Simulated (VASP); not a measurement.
# SiC (P6_3mc) in VASP: a series of runs

The runs below take SiC through single point, relaxation of cell and atoms, with PBE, PBEsol+D4, BLYP+D4.

Program: VASP 6.6.1. These are calculated values, not measurements. Logs are shortened: lines on timing, memory, paths and dates and some standing lists are left out, and cuts for length are marked.

## 1. The cell of the first run

Symmetry: P6_3mc, No. 186, hexagonal system. Conventional cell: a = 3.095 Å, b = 3.095 Å, c = 15.170 Å, α = 90.00°, β = 90.00°, γ = 120.00°. Within 2.5 Å of Si (site symmetry 3m) lie 4 C at 1.90 Å. Within 2.5 Å of Si (site symmetry 3m) lie 4 C at 1.90 Å. Si (site symmetry 3m) has 4 C at 1.90 Å within 2.5 Å. C (site symmetry 3m) has 4 Si at 1.90 Å within 2.5 Å. Within 2.5 Å of C (site symmetry 3m) lie 4 Si at 1.90 Å. C (site symmetry 3m) has 4 Si at 1.90 Å within 2.5 Å.

## 2. Single point, PBE

INCAR reads:

```
SYSTEM = SiC
  PREC = Accurate
  ENCUT = 520
  EDIFF = 1E-6
  ISMEAR = -1
  SIGMA = 0.05
  LREAL = .False.
  LASPH = .True.
  NELM = 100
  ALGO = Normal
  ISIF = 2
  LWAVE = .False.
  LCHARG = .False.
  GGA = PE
  NBANDS = 36
```

KPOINTS reads:

```
Automatic mesh
0
Gamma
  4 4 1
  0 0 0
```

POSCAR reads:

```
SiC
1.0
    3.0950000000      0.0000000000      0.0000000000
   -1.5475000000      2.6803486247      0.0000000000
    0.0000000000      0.0000000000     15.1700000000
Si C
6 6
Direct
    0.6666666667      0.3333333333      0.4583000000
    0.3333333333      0.6666666667      0.9583000000
    0.6666666667      0.3333333333      0.7917000000
    0.3333333333      0.6666666667      0.2917000000
    0.0000000000      0.0000000000      0.6250000000
    0.0000000000      0.0000000000      0.1250000000
    0.6666666667      0.3333333333      0.3333000000
    0.3333333333      0.6666666667      0.8333000000
    0.6666666667      0.3333333333      0.6667000000
    0.3333333333      0.6666666667      0.1667000000
    0.0000000000      0.0000000000      0.5000000000
    0.0000000000      0.0000000000      0.0000000000
```

Potentials or basis: VASP PAW PBE potentials, release 64 (Si, C).

Started as:

```bash
$ cat potpaw_PBE.64/Si/POTCAR potpaw_PBE.64/C/POTCAR > POTCAR
$ mpirun -np 1 vasp_std > vasp.out
```

OUTCAR:

```text
SYSTEM = SiC
   PREC = Accurate
   ENCUT = 520
   EDIFF = 1E-6
   ISMEAR = -1
   LREAL = .False.
   LASPH = .True.
   NELM = 100
   ISIF = 2
   GGA = PE

 ion  position               nearest neighbor table
   1  0.667  0.333  0.458-  11 1.90  11 1.90  11 1.90   7 1.90   4 3.10   4 3.10   4 3.10   5 3.10
                             5 3.10   5 3.10
   2  0.333  0.667  0.958-  12 1.90  12 1.90  12 1.90   8 1.90   3 3.10   3 3.10   3 3.10   6 3.10
                             6 3.10   6 3.10
   3  0.667  0.333  0.792-   8 1.90   8 1.90   8 1.90   9 1.90   2 3.10   2 3.10   2 3.10   5 3.10
                             5 3.10   5 3.10
   4  0.333  0.667  0.292-   7 1.90   7 1.90   7 1.90  10 1.90   1 3.10   1 3.10   1 3.10   6 3.10
                             6 3.10   6 3.10
   5  0.000  0.000  0.625-   9 1.90   9 1.90   9 1.90  11 1.90   3 3.10   1 3.10   3 3.10   1 3.10
                             1 3.10   3 3.10
   6  0.000  0.000  0.125-  10 1.90  10 1.90  10 1.90  12 1.90   4 3.10   2 3.10   2 3.10   4 3.10
                             4 3.10   2 3.10
   7  0.667  0.333  0.333-   4 1.90   4 1.90   4 1.90   1 1.90
   8  0.333  0.667  0.833-   3 1.90   3 1.90   3 1.90   2 1.90
   9  0.667  0.333  0.667-   5 1.90   5 1.90   5 1.90   3 1.90
  10  0.333  0.667  0.167-   6 1.90   6 1.90   6 1.90   4 1.90
  11  0.000  0.000  0.500-   1 1.90   1 1.90   1 1.90   5 1.90
  12  0.000  0.000  0.000-   2 1.90   2 1.90   2 1.90   6 1.90

  LATTYP: Found a hexagonal cell.
 ALAT       =     3.0950000000
 C/A-ratio  =     4.9014539580

  Lattice vectors:

 A1 = (   3.0950000000,   0.0000000000,   0.0000000000)
 A2 = (  -1.5475000000,   2.6803486247,   0.0000000000)
 A3 = (   0.0000000000,   0.0000000000,  15.1700000000)

Analysis of symmetry for initial positions (statically):
=====================================================================
 Subroutine PRICEL returns:
 Original cell was already a primitive cell.

 Routine SETGRP: Setting up the symmetry group for a
 hexagonal supercell.

 Subroutine GETGRP returns: Found 12 space group operations
 (whereof  6 operations were pure point group operations)
 out of a pool of 24 trial point group operations.

The static configuration has the point symmetry C_3v.
 The point group associated with its full space group is C_6v.

Analysis of symmetry for dynamics (positions and initial velocities):
=====================================================================
 Subroutine PRICEL returns:
 Original cell was already a primitive cell.

 Routine SETGRP: Setting up the symmetry group for a
 hexagonal supercell.

 Subroutine GETGRP returns: Found 12 space group operations
 (whereof  6 operations were pure point group operations)
 out of a pool of 24 trial point group operations.

The dynamic configuration has the point symmetry C_3v.
 The point group associated with its full space group is C_6v.

 Subroutine INISYM returns: Found 12 space group operations
 (whereof  6 operations are pure point group operations),
 and found     1 'primitive' translations

----------------------------------------------------------------------------------------

                                     Primitive cell

  volume of cell :     125.8455

  direct lattice vectors                    reciprocal lattice vectors
     3.095000000  0.000000000  0.000000000     0.323101777  0.186542898  0.000000000
    -1.547500000  2.680348625  0.000000000     0.000000000  0.373085796  0.000000000
     0.000000000  0.000000000 15.170000000     0.000000000  0.000000000  0.065919578

  length of vectors
     3.095000000  3.095000000 15.170000000     0.373085796  0.373085796  0.065919578

  position of ions in fractional coordinates (direct lattice)
     0.666666667  0.333333333  0.458300000
     0.333333333  0.666666667  0.958300000
     0.666666667  0.333333333  0.791700000
     0.333333333  0.666666667  0.291700000
     0.000000000  0.000000000  0.625000000
     0.000000000  0.000000000  0.125000000
     0.666666667  0.333333333  0.333300000
     0.333333333  0.666666667  0.833300000
     0.666666667  0.333333333  0.666700000
     0.333333333  0.666666667  0.166700000
     0.000000000  0.000000000  0.500000000
     0.000000000  0.000000000  0.000000000

  ion indices of the primitive-cell ions
   primitive index   ion index
                 1           1
                 2           2
                 3           3
                 4           4
                 5           5
                 6           6
                 7           7
                 8           8
                 9           9
                10          10
                11          11
                12          12

----------------------------------------------------------------------------------------

 KPOINTS: Automatic mesh

Automatic generation of k-mesh.
 Grid dimensions read from file:
 generate k-points for:    4    4    1

 Generating k-lattice:

  Cartesian coordinates                     Fractional coordinates (reciprocal lattice)
     0.080775444  0.046635724  0.000000000     0.250000000  0.000000000  0.000000000
     0.000000000  0.093271449  0.000000000     0.000000000  0.250000000  0.000000000
     0.000000000  0.000000000  0.065919578     0.000000000  0.000000000  1.000000000

  Length of vectors
     0.093271449  0.093271449  0.065919578

  Shift w.r.t. Gamma in fractional coordinates (k-lattice)
     0.000000000  0.000000000  0.000000000

 Subroutine IBZKPT returns following result:
 ===========================================

 Found      4 irreducible k-points:

 Following reciprocal coordinates:
            Coordinates               Weight
  0.000000  0.000000  0.000000      1.000000
  0.250000  0.000000  0.000000      6.000000
  0.500000  0.000000  0.000000      3.000000
  0.250000  0.250000  0.000000      6.000000
   k-points           NKPTS =      4   k-points in BZ     NKDIM =      4   number of bands    NBANDS=     36
   number of dos      NEDOS =    301   number of ions     NIONS =     12
   total plane-waves  NPLWV =  69120
   dimension x,y,z NGX =    24 NGY =   24 NGZ =  120
   dimension x,y,z NGXF=    48 NGYF=   48 NGZF=  240
   ions per type =               6   6
   NGX,Y,Z   is equivalent  to a cutoff of  12.89, 12.89, 13.15 a.u.
   NGXF,Y,Z  is equivalent  to a cutoff of  25.78, 25.78, 26.30 a.u.
 SYSTEM =  SiC
   PREC   = accura    normal or accurate (medium, high low for compatibility)
   ISTART =      0    job   : 0-new  1-cont  2-samecut
   ICHARG =      2    charge: 1-file 2-atom 10-const
   ISPIN  =      1    spin polarized calculation?
   LNONCOLLINEAR =      F non collinear calculations
   LSORBIT =      F    spin-orbit coupling
   LASPH  =      T    aspherical Exc in radial PAW
   ENCUT  =  520.0 eV  38.22 Ry    6.18 a.u.   5.75  5.75 28.21*2*pi/ulx,y,z
   NELM   =    100;   NELMIN=  2; NELMDL= -5     # of ELM steps
   EDIFF  = 0.1E-05   stopping-criterion for ELM
   LREAL  =      F    real-space projection
   EDIFFG = 0.1E-04   stopping-criterion for IOM
   NSW    =      0    number of steps for IOM
   IBRION =     -1    ionic relax: 0-MD 1-quasi-New 2-CG
   NFREE  =      0    steps in history (QN), initial steepest desc. (CG)
   ISIF   =      2    stress and relaxation
   ISYM   =      2    0-nonsym 1-usesym 2-fastsym
   POTIM  = 0.5000    time-step for ionic-motion
   TEBEG  =    0.0;   TEEND  =   0.0 temperature during run
   PSTRESS=    0.0 pullay stress
   NELECT =      48.0000    total number of electrons
   NUPDOWN=      -1.0000    fix difference up-down
   EMIN   =  10.00;   EMAX   =-10.00  energy-range for DOS
   EFERMI =   0.00;   METHOD = LEGACY
   ISMEAR =    -1;   SIGMA  =   0.05  broadening in eV -4-tet -1-fermi 0-gaus
   EFERMI_NEDOS =   21; number of points for ismear=-14 and -15
   IALGO  =     38    algorithm
   IMIX   =      4    mixing-type and parameters
     AMIX     =   0.40;   BMIX     =  1.00
     AMIX_MAG =   1.60;   BMIX_MAG =  1.00
  volume/ion in A,a.u.               =      10.49        70.77
  Fermi-wavevector in a.u.,A,eV,Ry     =   1.187252  2.243580 19.178312  1.409566
  Thomas-Fermi vector in A             =   2.323407
   LORBIT       =      0    0 simple, 1 ext, 2 COOP (PROOUT), +10 PAW based schemes
   GGA     = PE    functional components
   LHFCALC =     F    Hartree Fock is set to
   AEXX    =    0.0000 exact exchange contribution
   IVDW    =     0    specifies the selected vdW correction
   LEPSILON=     F    determine dielectric tensor
   LRPA    =     F    only Hartree local field effects (RPA)
 non-spin polarized calculation
  energy-cutoff  :      520.00
  volume of cell :      125.85
 maximum number of plane-waves:      3436
 NGX is ok and might be reduce to    24
   NGX = 11   NGY = 11   NGZ = 57

 number of electron      48.0000002 magnetization

 Free energy of the ion-electron system (eV)
  ---------------------------------------------------
  ext. energy  EPLUGINS =         0.00000000
  ---------------------------------------------------
  free energy    TOTEN  =       -89.99792620 eV

  energy without entropy =      -89.99792619  energy(sigma->0) =      -89.99792620

 E-fermi :   9.0301     XC(G=0): -11.2877

 val. band max:        8.0336836643   @ k =   0.0000   0.0000   0.0000
 cond. band min:      10.0362880250   @ k =   0.5000   0.0000   0.0000
 fundamental gap:      2.0026043607
 Fermi energy:         9.0300510387

 k-point     1 :       0.0000    0.0000    0.0000
  band No.  band energies     occupation
      1      -7.3332      2.00000
      2      -6.8214      2.00000
      3      -6.7750      2.00000
      4      -5.3006      2.00000
      5      -5.2691      2.00000
      6      -3.8005      2.00000
[... 28 lines left out ...]
     35      15.2894      0.00000
     36      15.3753      0.00000

 k-point     2 :       0.2500    0.0000    0.0000
  band No.  band energies     occupation
      1      -6.2787      2.00000
      2      -5.7865      2.00000
      3      -5.7353      2.00000
      4      -4.3327      2.00000
      5      -4.2978      2.00000
      6      -2.9628      2.00000
[... 28 lines left out ...]
     35      15.8346      0.00000
     36      16.0474      0.00000

 k-point     3 :       0.5000    0.0000    0.0000
  band No.  band energies     occupation
      1      -3.9154      2.00000
      2      -3.7502      2.00000
      3      -3.5530      2.00000
      4      -3.0391      2.00000
      5      -2.9060      2.00000
      6      -2.4359      2.00000
[... 28 lines left out ...]
     35      15.1356      0.00000
     36      15.7550      0.00000

 k-point     4 :       0.2500    0.2500    0.0000
  band No.  band energies     occupation
      1      -4.3569      2.00000
      2      -3.9547      2.00000
      3      -3.8849      2.00000
      4      -2.8497      2.00000
      5      -2.8212      2.00000
      6      -2.1435      2.00000
[... 28 lines left out ...]
     35      16.5929      0.00000
     36      16.6774      0.00000

------------------------ aborting loop because EDIFF is reached ----------------------------------------

  FORCE on cell =-STRESS in cart. coord.  units (eV):
  Direction    XX          YY          ZZ          XY          YZ          ZX
  --------------------------------------------------------------------------------------
  -------------------------------------------------------------------------------------
  Total        0.3740397      0.3740397      0.0113523      0.0000000      0.0000000      0.0000000
  in kB        4.7620146      4.7620146      0.1445291      0.0000000      0.0000000      0.0000000
  external PRESSURE =       3.2228527 kB  Pullay stress =       0.0000000 kB

 VOLUME and BASIS-vectors are now :
 -----------------------------------------------------------------------------
  energy-cutoff  :      520.00
  volume of cell :      125.85
      direct lattice vectors                 reciprocal lattice vectors
     3.095000000  0.000000000  0.000000000     0.323101777  0.186542898  0.000000000
    -1.547500000  2.680348625  0.000000000     0.000000000  0.373085796  0.000000000
     0.000000000  0.000000000 15.170000000     0.000000000  0.000000000  0.065919578

 POSITION                                       TOTAL-FORCE (eV/Angst)
 -----------------------------------------------------------------------------------
      1.54750      0.89345      6.95241        -0.000000      0.000000      0.087624
     -0.00000      1.78690     14.53741         0.000000     -0.000000      0.087624
      1.54750      0.89345     12.01009        -0.000000     -0.000000      0.053513
     -0.00000      1.78690      4.42509         0.000000      0.000000      0.053513
      0.00000      0.00000      9.48125         0.000000      0.000000      0.091294
      0.00000      0.00000      1.89625         0.000000      0.000000      0.091294
      1.54750      0.89345      5.05616         0.000000      0.000000     -0.043904
     -0.00000      1.78690     12.64116        -0.000000     -0.000000     -0.043904
      1.54750      0.89345     10.11384        -0.000000      0.000000      0.006021
     -0.00000      1.78690      2.52884         0.000000      0.000000      0.006021
      0.00000      0.00000      7.58500        -0.000000      0.000000     -0.194549
      0.00000      0.00000      0.00000         0.000000     -0.000000     -0.194549
 -----------------------------------------------------------------------------------
    total drift:                                0.000000      0.000000     -0.000753

  FREE ENERGIE OF THE ION-ELECTRON SYSTEM (eV)
  ---------------------------------------------------
  free  energy   TOTEN  =       -89.9979261964 eV

  energy  without entropy=      -89.9979261950  energy(sigma->0) =      -89.99792620
```

Wall time 11 s (1 thread of Intel Xeon 6975P-C (Granite Rapids), shared host); peak memory 0.23 GiB.

Results:

* Free energy: -89.9979 eV
* Pressure: 0.3 GPa
* Largest force: 0.195 eV/Å
* Band gap on the k mesh: 2.00 eV (least direct gap 3.10 eV)

Forces in eV/Å, atoms in the order of the input:
```
Si   0.000  0.000  0.088
Si   0.000  0.000  0.088
Si   0.000  0.000  0.054
Si   0.000  0.000  0.054
Si   0.000  0.000  0.091
Si   0.000  0.000  0.091
C    0.000  0.000 -0.044
C    0.000  0.000 -0.044
C    0.000  0.000  0.006
C    0.000  0.000  0.006
C    0.000  0.000 -0.195
C    0.000  0.000 -0.195
```

Stress tensor (GPa, compression positive):
```
0.48 0.00 0.00
0.00 0.48 0.00
0.00 0.00 0.01
```

Levels at points of the mesh, in eV from the valence-band top:
```
           k point  band 20  band 21  band 22  band 23  band 24  band 25  band 26  band 27  band 28  band 29
(0.00, 0.00, 0.00)    -0.30    -0.30    -0.05     0.00     0.00     5.02     5.20     5.60     6.11     6.14
(0.50, 0.00, 0.00)    -2.25    -1.81    -1.77    -1.67    -1.10     2.00     2.18     3.16     3.85     4.54
```

Caveat: the k points lie up to 0.59 Å⁻¹ apart; an odd mesh through Γ misses points on the zone boundary, where band edges can lie. As with any semilocal functional, this PBE gap is likely too small.

## 3. Single point, PBEsol+D4

This run uses another cell than the first one, of 10.22 Å³/atom.

INCAR reads:

```
SYSTEM = SiC
PREC = Accurate
ENCUT = 520
EDIFF = 1E-7
ISMEAR = -1
SIGMA = 0.05
LREAL = .False.
LASPH = .True.
NELM = 60
ALGO = Normal
ISIF = 2
LWAVE = .False.
LCHARG = .False.
GGA = PS
IVDW = 13
NBANDS = 36
```

KPOINTS reads:

```
Automatic mesh
0
Gamma
  10 10 2
  0 0 0
```

POSCAR reads:

```
SiC
1.0
    3.0676174125      0.0000000000      0.0000000000
   -1.5338087062      2.6566346083      0.0000000000
    0.0000000000      0.0000000000     15.0508582716
Si C
6 6
Direct
    0.6666666667      0.3333333333      0.4583183856
    0.3333333333      0.6666666667      0.9583183856
    0.6666666667      0.3333333333      0.7918221193
    0.3333333333      0.6666666667      0.2918221193
    0.0000000000      0.0000000000      0.6250301291
    0.0000000000      0.0000000000      0.1250301291
    0.6666666667      0.3333333333      0.3333198912
    0.3333333333      0.6666666667      0.8333198912
    0.6666666667      0.3333333333      0.6668235447
    0.3333333333      0.6666666667      0.1668235447
    0.0000000000      0.0000000000      0.4996859301
    0.0000000000      0.0000000000     -0.0003140699
```

Potentials or basis: VASP PAW PBE potentials, release 64 (Si, C).

Started as:

```bash
$ cat potpaw_PBE.64/Si/POTCAR potpaw_PBE.64/C/POTCAR > POTCAR
$ mpirun -np 1 vasp_std > vasp.out
```

Run time: 49 s. Hardware: 1 thread of Intel Xeon 6975P-C (Granite Rapids), shared host; peak memory 0.28 GiB.

It converged, with:

```
Free energy                : -97.7464 eV
Pressure                   : 0.4 GPa
Band gap on the k mesh     : 1.91 eV (least direct gap 3.02 eV)
Dispersion energy per atom : -0.188 eV
```

Levels at points of the mesh, in eV from the valence-band top:
```tsv
k point	band 22	band 23	band 24	band 25	band 26	band 27
(0.00, 0.00, 0.00)	-0.04	0.00	0.00	5.22	5.39	5.81
(0.50, 0.00, 0.00)	-1.81	-1.69	-1.11	1.91	2.10	3.12
(0.00, 0.00, 0.50)	-0.10	-0.10	-0.10	5.29	5.29	6.04
(0.50, 0.00, 0.50)	-1.73	-1.32	-1.32	1.95	1.95	3.34
```

Caveat: the PAW data sets were made with another functional, which shifts forces and pressure a little.

(Part 1 of 2 ends here.)
